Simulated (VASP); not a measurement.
MnF2:

```xyz
6
Lattice="4.8734 0.0000 0.0000 0.0000 4.8734 0.0000 0.0000 0.0000 3.3099" Properties=species:S:1:pos:R:3 pbc="T T T"
Mn    0.0000    0.0000    0.0000
Mn    2.4367    2.4367    1.6549
F     1.4864    1.4864    0.0000
F     0.9503    3.9231    1.6549
F     3.3870    3.3870    0.0000
F     3.9231    0.9503    1.6549
```

Base run:

| Item | Value |
| --- | --- |
| Program | VASP 6.6.1 |
| Functional | LDA |
| Potentials or basis | VASP PAW LDA potentials, release 64 (Mn_pv, F) |
| Cutoff | 520 eV |
| k mesh | 4 × 4 × 6 |
| Occupations | gaussian, width 0.05 eV |
| Spin | collinear spin, ferromagnetic start |
| Starting moments | [2.5, 2.5, 0.0, 0.0, 0.0, 0.0] μB |
| Fixed moment | 5 μB |
| Hubbard terms | Mn d U = 4.0 eV |

Its results: pressure -10.1 GPa; net moment 5.00 μB per cell; site moments Mn +2.41; F -0.01 μB; largest force 0.017 eV/Å.

The run is repeated on the same cell with these changes: fixed moment from 5 μB to none; moments at the start from [2.5, 2.5, 0.0, 0.0, 0.0, 0.0] to [4.63, 4.63, 0.08, 0.08, 0.08, 0.08]. What comes out?

Pressure -4.4 GPa; net moment 10.00 μB per cell; site moments Mn +4.66; F +0.06 μB; largest force 0.047 eV/Å.

Caveats: the cell stands under tension; the run started ferromagnetic, and an antiferromagnetic order may lie lower in energy; the total moment is fixed, so each spin has its own Fermi level and the state may be an excited one (at least some runs).
